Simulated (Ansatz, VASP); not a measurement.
# Two plane-wave programs on NaH

```
Na H
1.0
     0.00000    2.44000    2.44000
     2.44000    0.00000    2.44000
     2.44000    2.44000    0.00000
Na H
1 1
Direct
  0.00000 0.00000 0.00000
  0.50000 0.50000 0.50000
```

Alike in both runs: task relaxation of cell and atoms; functional PBEsol; k mesh 8 × 8 × 8; no spin polarisation.

|  | VASP | Ansatz |
| --- | --- | --- |
| version | VASP 6.6.1 | Ansatz 0.2.0 |
| potentials or method | VASP PAW PBE potentials, release 64 (Na_pv, H) | plane waves, PAW |
| plane-wave cutoff (eV) | 500 | 420 |
| occupations | gaussian, width 0.01 eV | fixed |
| valence electrons in the cell | 8 | 10 |

```tsv
	VASP	Ansatz	Ansatz less VASP
relaxed volume (Å³/atom)	13.75	13.75	+0.002
relaxed length of the cell vector where the two differ most in proportion (Å)	3.388	3.388	+0.0001
```

VASP's potentials were made for PBE, not for PBEsol. VASP's potentials hold 8 valence electrons a cell and Ansatz's 10, so a difference there can come from the potentials and not from the codes.
